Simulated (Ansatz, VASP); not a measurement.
One calculation of AgW, two programs

```
Ag W
1.0
     0.00000    2.67197    2.67197
     2.67197    0.00000    2.67197
     2.67197    2.67197    0.00000
Ag W
1 1
Direct
  0.00000 0.00000 0.00000
  0.50000 0.50000 0.50000
```

Alike in both runs: functional PBE; k mesh 6 × 6 × 6; occupations gaussian, width 0.1 eV; no spin polarisation.

Ansatz relaxed the structure, and its values are those at the end. VASP's run is a single point on that final structure, the one shown.

|  | VASP | Ansatz |
| --- | --- | --- |
| version | VASP 6.6.1 | Ansatz 0.2.0 |
| potentials or method | VASP PAW PBE potentials, release 64 (Ag, W_sv), cutoff 520 eV | scalar-relativistic, plane waves, PAW |
| valence electrons in the cell | 25 | 33 |

|  | VASP | Ansatz | Ansatz less VASP |
| --- | --- | --- | --- |
| gap on the k mesh at the Fermi level (eV) | none | none | - |
| pressure (GPa) | -0.3 | -0.3 | -0.01 |

A gap of «none» marks a metal or a gap that the smearing closes. VASP's potentials hold 25 valence electrons a cell and Ansatz's 33, so a difference there can come from the potentials and not from the codes.

Spin-orbit coupling is off throughout.
